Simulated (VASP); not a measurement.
Br: single point with PBE

Crystal: Br.

```xyz
1
Lattice="-1.1622 1.6254 3.5142 1.1622 -1.6254 3.5142 1.2998 1.7283 -3.5142" Properties=species:S:1:pos:R:3 pbc="T T T"
Br    0.0000    0.0000    0.0000
```

This cell differs from its parent crystal: strained.

```yaml
Program: VASP 6.6.1
Task: single point
Functional: PBE
Potentials_or_basis: VASP PAW PBE potentials, release 64 (Br)
Cutoff: 520 eV
k_mesh: 18 × 18 × 18
Occupations: gaussian, width 0.1 eV
Spin: no spin polarisation
Dipole_correction: no
Further_INCAR_settings: ALGO = Normal; EDIFF = 1e-06; NBANDS = 10
```

| Item | Value |
| --- | --- |
| Pressure | 6.3 GPa |
| Band gap on the k mesh | zero (an odd number of electrons rules out a gap without spin polarisation) |

Stress tensor (GPa, compression positive):
```
14.43 -0.06  0.00
-0.06  2.92  0.00
 0.00  0.00  1.53
```

Levels at points of the mesh, in eV from the Fermi level:
```
           k point  band 1  band 2  band 3  band 4  band 5  band 6  band 7  band 8  band 9
(0.00, 0.00, 0.00)  -16.50   -2.32   -1.42    4.98    5.12    8.97   12.03   13.82   14.58
(0.50, 0.00, 0.00)  -15.93   -4.83   -2.69    5.11    6.11   12.77   13.43   15.17   18.71
(0.00, 0.50, 0.00)  -12.75   -6.91   -0.44    0.92    7.31   10.73   13.03   13.18   15.69
(0.50, 0.50, 0.00)  -12.30   -6.49   -1.56   -0.18    6.29    7.91   14.13   14.87   16.04
(0.00, 0.00, 0.50)  -12.35   -6.55   -1.51    0.12    6.34    8.87   13.31   14.66   14.78
(0.50, 0.50, 0.50)  -16.27   -4.41   -1.68    4.87    7.02   11.75   13.00   16.05   17.48
```

Run time: 3.1 min on 1 thread of Intel(R) Xeon(R) 6975P-C (Granite Rapids), with other jobs on the host, peak memory 0.52 GiB.

Caveat: the cell differs from its parent crystal (strained); the cell stands under pressure; an odd number of electrons without spin polarisation forces a metal; a magnetic or distorted state may lie lower.
